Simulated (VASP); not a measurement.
# VSi2 (P6_422) in VASP: notebook

The runs below take VSi2 through relaxation of shape and atoms at fixed volume, single point, with PBEsol.

Everything below comes from runs of VASP 6.6.1. Logs are shortened: lines on timing, memory, paths and dates and some standing lists are left out, and cuts for length are marked.

## Step 1: The cell of the first run

Symmetry: P6_422, No. 181, hexagonal system. The conventional cell has a = 4.426 Å, b = 4.426 Å, c = 6.203 Å, α = 90.00°, β = 90.00°, γ = 120.00°. V (site symmetry 222) has 10 Si at 2.44 to 2.58 Å and 4 V at 3.03 Å within 3.2 Å. Si (site symmetry 2) has 9 Si at 2.42 to 3.06 Å and 5 V at 2.44 to 2.58 Å within 3.2 Å.

## Step 2: Relaxation of shape and atoms at fixed volume, PBEsol (volume scaled by 0.94)

INCAR reads:

```
SYSTEM = VSi2
ALGO = Normal
EDIFF = 1E-6
EDIFFG = -0.01
ENCUT = 600
GGA = PS
IBRION = 2
ISIF = 4
ISMEAR = 0
LASPH = .True.
LCHARG = .False.
LREAL = .False.
LWAVE = .False.
NELM = 80
NSW = 50
PREC = Accurate
SIGMA = 0.1
```

KPOINTS reads:

```
k-points
0
Gamma
  12 12 6
  0 0 0
```

POSCAR reads:

```
VSi2
1.0
    4.4260395801      0.0000000000      0.0000000000
   -2.2130197901      3.8330627145      0.0000000000
    0.0000000000      0.0000000000      6.2033335385
V Si
3 6
Direct
    0.5000000000      0.0000000000      0.0000000000
    0.5000000000      0.5000000000      0.6666666667
    0.0000000000      0.5000000000      0.3333333333
    0.1633977317      0.3267954635      0.0000000000
    0.8366022683      0.1633977317      0.6666666667
    0.6732045365      0.8366022683      0.3333333333
    0.8366022683      0.6732045365      0.0000000000
    0.1633977317      0.8366022683      0.6666666667
    0.3267954635      0.1633977317      0.3333333333
```

Potentials or basis: VASP PAW PBE potentials, release 64 (V_sv, Si).

Launch:

```sh
> cat potpaw_PBE.64/V_sv/POTCAR potpaw_PBE.64/Si/POTCAR > POTCAR
> mpirun -np 1 vasp_std > vasp.out
```

OUTCAR:

```text
SYSTEM = VSi2
   EDIFF = 1E-6
   EDIFFG = -0.01
   ENCUT = 600
   GGA = PS
   IBRION = 2
   ISIF = 4
   ISMEAR = 0
   LASPH = .True.
   LREAL = .False.
   NELM = 80
   NSW = 50
   PREC = Accurate

 ion  position               nearest neighbor table
   1  0.500  0.000  0.000-   6 2.44   9 2.44   8 2.44   5 2.44   4 2.54   7 2.54   7 2.54   4 2.54
                             4 2.58   7 2.58
   2  0.500  0.500  0.667-   4 2.44   7 2.44   6 2.44   9 2.44   8 2.54   5 2.54   8 2.54   5 2.54
                             8 2.58   5 2.58
   3  0.000  0.500  0.333-   4 2.44   7 2.44   5 2.44   8 2.44   9 2.54   6 2.54   9 2.54   6 2.54
                             6 2.58   9 2.58
   4  0.163  0.327  0.000-   5 2.42   9 2.42   3 2.44   2 2.44   7 2.51   1 2.54   1 2.54   1 2.58
                             7 2.58   7 2.58   6 3.00   8 3.00   6 3.06   8 3.06
   5  0.837  0.163  0.667-   4 2.42   6 2.42   1 2.44   3 2.44   8 2.51   2 2.54   2 2.54   2 2.58
                             8 2.58   8 2.58   7 3.00   9 3.00   7 3.06   9 3.06
   6  0.673  0.837  0.333-   7 2.42   5 2.42   1 2.44   2 2.44   9 2.51   3 2.54   3 2.54   3 2.58
                             9 2.58   9 2.58   4 3.00   8 3.00   4 3.06   8 3.06
   7  0.837  0.673  0.000-   8 2.42   6 2.42   3 2.44   2 2.44   4 2.51   1 2.54   1 2.54   1 2.58
                             4 2.58   4 2.58   9 3.00   5 3.00   9 3.06   5 3.06
   8  0.163  0.837  0.667-   7 2.42   9 2.42   1 2.44   3 2.44   5 2.51   2 2.54   2 2.54   2 2.58
                             5 2.58   5 2.58   4 3.00   6 3.00   4 3.06   6 3.06
   9  0.327  0.163  0.333-   4 2.42   8 2.42   1 2.44   2 2.44   6 2.51   3 2.54   3 2.54   3 2.58
                             6 2.58   6 2.58   7 3.00   5 3.00   7 3.06   5 3.06

  LATTYP: Found a hexagonal cell.
 ALAT       =     4.4260395801
 C/A-ratio  =     1.4015540137

  Lattice vectors:

 A1 = (   4.4260395801,   0.0000000000,   0.0000000000)
 A2 = (  -2.2130197901,   3.8330627145,   0.0000000000)
 A3 = (   0.0000000000,   0.0000000000,   6.2033335385)

Analysis of symmetry for initial positions (statically):
=====================================================================
 Subroutine PRICEL returns:
 Original cell was already a primitive cell.

 Routine SETGRP: Setting up the symmetry group for a
 hexagonal supercell.

 Subroutine GETGRP returns: Found 12 space group operations
 (whereof  4 operations were pure point group operations)
 out of a pool of 24 trial point group operations.

The static configuration has the point symmetry D_2 .
 The point group associated with its full space group is D_6 .

Analysis of symmetry for dynamics (positions and initial velocities):
=====================================================================
 Subroutine PRICEL returns:
 Original cell was already a primitive cell.

 Routine SETGRP: Setting up the symmetry group for a
 hexagonal supercell.

 Subroutine GETGRP returns: Found 12 space group operations
 (whereof  4 operations were pure point group operations)
 out of a pool of 24 trial point group operations.

The dynamic configuration has the point symmetry D_2 .
 The point group associated with its full space group is D_6 .

 Subroutine INISYM returns: Found 12 space group operations
 (whereof  4 operations are pure point group operations),
 and found     1 'primitive' translations

----------------------------------------------------------------------------------------

                                     Primitive cell

  volume of cell :     105.2413

  direct lattice vectors                    reciprocal lattice vectors
     4.426039580  0.000000000  0.000000000     0.225935621  0.130443991  0.000000000
    -2.213019790  3.833062715  0.000000000     0.000000000  0.260887983  0.000000000
     0.000000000  0.000000000  6.203333538     0.000000000  0.000000000  0.161203649

  length of vectors
     4.426039580  4.426039580  6.203333538     0.260887983  0.260887983  0.161203649

  position of ions in fractional coordinates (direct lattice)
     0.500000000  0.000000000  0.000000000
     0.500000000  0.500000000  0.666666667
     0.000000000  0.500000000  0.333333333
     0.163397732  0.326795463  0.000000000
     0.836602268  0.163397732  0.666666667
     0.673204537  0.836602268  0.333333333
     0.836602268  0.673204537  0.000000000
     0.163397732  0.836602268  0.666666667
     0.326795463  0.163397732  0.333333333

  ion indices of the primitive-cell ions
   primitive index   ion index
                 1           1
                 2           2
                 3           3
                 4           4
                 5           5
                 6           6
                 7           7
                 8           8
                 9           9

----------------------------------------------------------------------------------------

 KPOINTS: k-points

Automatic generation of k-mesh.
 Grid dimensions read from file:
 generate k-points for:   12   12    6

 Generating k-lattice:

  Cartesian coordinates                     Fractional coordinates (reciprocal lattice)
     0.018827968  0.010870333  0.000000000     0.083333333  0.000000000  0.000000000
     0.000000000  0.021740665  0.000000000     0.000000000  0.083333333  0.000000000
     0.000000000  0.000000000  0.026867275     0.000000000  0.000000000  0.166666667

  Length of vectors
     0.021740665  0.021740665  0.026867275

  Shift w.r.t. Gamma in fractional coordinates (k-lattice)
     0.000000000  0.000000000  0.000000000

 Subroutine IBZKPT returns following result:
 ===========================================

 Found     76 irreducible k-points:

 Following reciprocal coordinates:
            Coordinates               Weight
  0.000000  0.000000  0.000000      1.000000
  0.083333  0.000000  0.000000      6.000000
  0.166667  0.000000  0.000000      6.000000
  0.250000  0.000000  0.000000      6.000000
  0.333333  0.000000  0.000000      6.000000
  0.416667  0.000000  0.000000      6.000000
[... 16 lines left out ...]
  0.250000  0.000000  0.166667     12.000000
  0.333333  0.000000  0.166667     12.000000
 [... further k-points ...]
   k-points           NKPTS =     76   k-points in BZ     NKDIM =     76   number of bands    NBANDS=     37
   number of dos      NEDOS =    301   number of ions     NIONS =      9
   total plane-waves  NPLWV =  64800
   dimension x,y,z NGX =    36 NGY =   36 NGZ =   50
   dimension x,y,z NGXF=    72 NGYF=   72 NGZF=  100
   ions per type =               3   6
   NGX,Y,Z   is equivalent  to a cutoff of  13.52, 13.52, 13.40 a.u.
   NGXF,Y,Z  is equivalent  to a cutoff of  27.04, 27.04, 26.80 a.u.
 SYSTEM =  VSi2
   PREC   = accura    normal or accurate (medium, high low for compatibility)
   ISTART =      0    job   : 0-new  1-cont  2-samecut
   ICHARG =      2    charge: 1-file 2-atom 10-const
   ISPIN  =      1    spin polarized calculation?
   LNONCOLLINEAR =      F non collinear calculations
   LSORBIT =      F    spin-orbit coupling
   LASPH  =      T    aspherical Exc in radial PAW
   ENCUT  =  600.0 eV  44.10 Ry    6.64 a.u.   8.84  8.84 12.39*2*pi/ulx,y,z
   NELM   =     80;   NELMIN=  2; NELMDL= -5     # of ELM steps
   EDIFF  = 0.1E-05   stopping-criterion for ELM
   LREAL  =      F    real-space projection
   EDIFFG = -.1E-01   stopping-criterion for IOM
   NSW    =     50    number of steps for IOM
   IBRION =      2    ionic relax: 0-MD 1-quasi-New 2-CG
   NFREE  =      1    steps in history (QN), initial steepest desc. (CG)
   ISIF   =      4    stress and relaxation
   ISYM   =      2    0-nonsym 1-usesym 2-fastsym
   POTIM  = 0.5000    time-step for ionic-motion
   TEBEG  =    0.0;   TEEND  =   0.0 temperature during run
   PSTRESS=    0.0 pullay stress
   NELECT =      63.0000    total number of electrons
   NUPDOWN=      -1.0000    fix difference up-down
   EMIN   =  10.00;   EMAX   =-10.00  energy-range for DOS
   EFERMI =   0.00;   METHOD = LEGACY
   ISMEAR =     0;   SIGMA  =   0.10  broadening in eV -4-tet -1-fermi 0-gaus
   EFERMI_NEDOS =   21; number of points for ismear=-14 and -15
   IALGO  =     38    algorithm
   IMIX   =      4    mixing-type and parameters
     AMIX     =   0.40;   BMIX     =  1.00
     AMIX_MAG =   1.60;   BMIX_MAG =  1.00
  volume/ion in A,a.u.               =      11.69        78.91
  Fermi-wavevector in a.u.,A,eV,Ry     =   1.379726  2.607304 25.900653  1.903644
  Thomas-Fermi vector in A             =   2.504669
   LORBIT       =      0    0 simple, 1 ext, 2 COOP (PROOUT), +10 PAW based schemes
   GGA     = PS    functional components
   LHFCALC =     F    Hartree Fock is set to
   AEXX    =    0.0000 exact exchange contribution
   IVDW    =     0    specifies the selected vdW correction
   LEPSILON=     F    determine dielectric tensor
   LRPA    =     F    only Hartree local field effects (RPA)
 conjugate gradient relaxation of ions
 non-spin polarized calculation
 Gauss-broadening in eV      SIGMA  =   0.10
  energy-cutoff  :      600.00
  volume of cell :      105.24
 maximum number of plane-waves:      3547
 NGX is ok and might be reduce to    36
   NGX = 17   NGY = 17   NGZ = 25

--------------------------------------- Ionic step        1  -------------------------------------------

 number of electron      62.9999987 magnetization

 Free energy of the ion-electron system (eV)
  ---------------------------------------------------
  ext. energy  EPLUGINS =         0.00000000
  ---------------------------------------------------
  free energy    TOTEN  =       -68.45104168 eV

  energy without entropy =      -68.41991067  energy(sigma->0) =      -68.43547617

------------------------ aborting loop because EDIFF is reached ----------------------------------------

  FORCE on cell =-STRESS in cart. coord.  units (eV):
  Direction    XX          YY          ZZ          XY          YZ          ZX
  --------------------------------------------------------------------------------------
  -------------------------------------------------------------------------------------
  Total        8.6882734      8.6882734      9.3360940     -0.0000000      0.0000000     -0.0000000
  in kB      132.2688907    132.2688907    142.1312079     -0.0000000      0.0000000     -0.0000000
  external PRESSURE =     135.5563298 kB  Pullay stress =       0.0000000 kB
[... 243 lines left out ...]
  energy  without entropy=      -68.4203549306  energy(sigma->0) =      -68.43600498

--------------------------------------- Ionic step        7  -------------------------------------------

 number of electron      62.9999987 magnetization

 Free energy of the ion-electron system (eV)
  ---------------------------------------------------
  ext. energy  EPLUGINS =         0.00000000
  ---------------------------------------------------
  free energy    TOTEN  =       -68.45168001 eV

  energy without entropy =      -68.42035504  energy(sigma->0) =      -68.43601753

 E-fermi :  12.3578     XC(G=0): -12.6845

 val. band max:       12.3520612764   @ k =   0.4167   0.0000   0.5000
 cond. band min:      12.3598805047   @ k =   0.2500   0.1667   0.0000
 fundamental gap:      0.0078192283
 Fermi energy:        12.3577787388

 k-point     1 :       0.0000    0.0000    0.0000
  band No.  band energies     occupation
      1     -51.1724      2.00000
      2     -51.1490      2.00000
      3     -51.1490      2.00000
      4     -25.3068      2.00000
      5     -25.3068      2.00000
      6     -25.2652      2.00000
[... 949 lines left out ...]
     36      14.3166      0.00000
     37      14.5392      0.00000

 [... further k-points ...]
[... 5 lines left out ...]
  --------------------------------------------------------------------------------------
  -------------------------------------------------------------------------------------
  Total        8.8866112      8.8866112      8.8817954     -0.0000000      0.0000000      0.0000000
  in kB      135.2883539    135.2883539    135.2150390     -0.0000000      0.0000000      0.0000000
  external PRESSURE =     135.2639156 kB  Pullay stress =       0.0000000 kB
[... 24 lines left out ...]
  FREE ENERGIE OF THE ION-ELECTRON SYSTEM (eV)
  ---------------------------------------------------
  free  energy   TOTEN  =       -68.4516800057 eV

  energy  without entropy=      -68.4203550444  energy(sigma->0) =      -68.43601753

 reached required accuracy - stopping structural energy minimisation
```

Wall time 15 min (1 thread of Intel Xeon 6975P-C, shared host); peak memory 0.44 GiB.

What came out:

```
Free energy               : -68.4517 eV
Energy gained by relaxing : 0.1 meV/atom
Ionic steps               : 7
Pressure after relaxing   : 13.5 GPa
```

Forces in eV/Å, atoms in the order of the input:
```
V    0.000  0.000  0.000
V    0.000  0.000  0.000
V    0.000  0.000  0.000
Si   0.000  0.003  0.000
Si  -0.002  0.001  0.000
Si  -0.002 -0.001  0.000
Si   0.000 -0.003  0.000
Si   0.002 -0.001  0.000
Si   0.002  0.001  0.000
```

The path:
```tsv
step	energy change (eV)	largest force (eV/Å)	pressure (GPa)	volume (Å³)
1	0.0000	0.0258	13.56	105.24
2	-0.0005	0.0074	13.48	105.24
3	-0.0006	0.0125	13.51	105.24
4	-0.0006	0.0127	13.51	105.24
5	-0.0005	0.0173	13.53	105.24
6	-0.0006	0.0130	13.51	105.24
7	-0.0006	0.0025	13.53	105.24
```

Final structure:
```xyz
9
Lattice="4.4226 0.0000 0.0000 -2.2113 3.8301 0.0000 0.0000 0.0000 6.2130" Properties=species:S:1:pos:R:3 pbc="T T T"
V     2.2113    0.0000    0.0000
V     1.1057    1.9150    4.1420
V    -1.1057    1.9150    2.0710
Si    0.0000    1.2531    0.0000
Si    3.3374    0.6265    4.1420
Si    1.1261    3.2035    2.0710
Si    2.2113    2.5770    0.0000
Si   -1.1261    3.2035    4.1420
Si    1.0852    0.6265    2.0710
```

Caveat: the cell differs from its parent crystal (volume scaled by 0.94); the PAW data sets were made with another functional, which shifts forces and pressure a little.

## Step 3: Single point, PBEsol

This run uses another cell than the first one, of 12.44 Å³/atom, 1.064 times its volume.

INCAR reads:

```
SYSTEM = VSi2
ALGO     = Normal         ! electronic algorithm
EDIFF    = 1E-6           ! SCF threshold, eV
ENCUT    = 520            ! plane-wave cutoff, eV
GGA      = PS             ! functional
ISIF     = 2              ! what is computed and relaxed
ISMEAR   = 0              ! smearing method
LASPH    = .True.         ! aspherical terms in the spheres
LCHARG   = .False.        ! write CHGCAR
LREAL    = .False.        ! projectors in reciprocal space
LWAVE    = .False.        ! write WAVECAR
NBANDS   = 42             ! bands
NELM     = 100            ! most SCF steps
PREC     = Accurate       ! precision mode
SIGMA    = 0.1            ! smearing width, eV
```

KPOINTS is that of step 2.

POSCAR reads:

```
VSi2
1.0
    4.5217455222      0.0000000000      0.0000000000
   -2.2608727611      3.9159464917      0.0000000000
    0.0000000000      0.0000000000      6.3228900730
V Si
3 6
Direct
    0.5000000000      0.0000000000      0.0000000000
    0.5000000000      0.5000000000      0.6666666667
    0.0000000000      0.5000000000      0.3333333333
    0.1632516007      0.3265032015      0.0000000000
    0.8367483993      0.1632516007      0.6666666667
    0.6734967985      0.8367483993      0.3333333333
    0.8367483993      0.6734967985      0.0000000000
    0.1632516007      0.8367483993      0.6666666667
    0.3265032015      0.1632516007      0.3333333333
```

Potentials or basis: VASP PAW PBE potentials, release 64 (V_sv, Si).

Launch:

```sh
> cat potpaw_PBE.64/V_sv/POTCAR potpaw_PBE.64/Si/POTCAR > POTCAR
> mpirun -np 1 vasp_std > vasp.out
```

Run time: 2.7 min. Hardware: 1 thread of Intel Xeon 6975P-C (Granite Rapids), shared host; peak memory 0.4 GiB.

The run converged. Its results:

```
Free energy : -68.7269 eV
Pressure    : 0.3 GPa
```

Levels at points of the mesh, in eV from the Fermi level:
```
           k point  band 27  band 28  band 29  band 30  band 31  band 32  band 33  band 34  band 35  band 36
(0.00, 0.00, 0.00)    -2.19    -2.16    -2.16    -1.87    -1.87    -1.75     0.34     2.17     2.51     2.51
(0.50, 0.00, 0.00)    -1.63    -1.42    -0.73    -0.61    -0.14     0.06     0.42     1.06     1.44     1.52
(0.00, 0.00, 0.50)    -1.99    -1.99    -1.91    -1.91    -1.66     0.54     0.54     2.17     2.53     2.58
(0.50, 0.00, 0.50)    -1.63    -1.46    -1.44    -1.29    -0.48    -0.04     0.84     1.31     1.78     1.83
```

Caveat: the PAW data sets were made with another functional, which shifts forces and pressure a little.
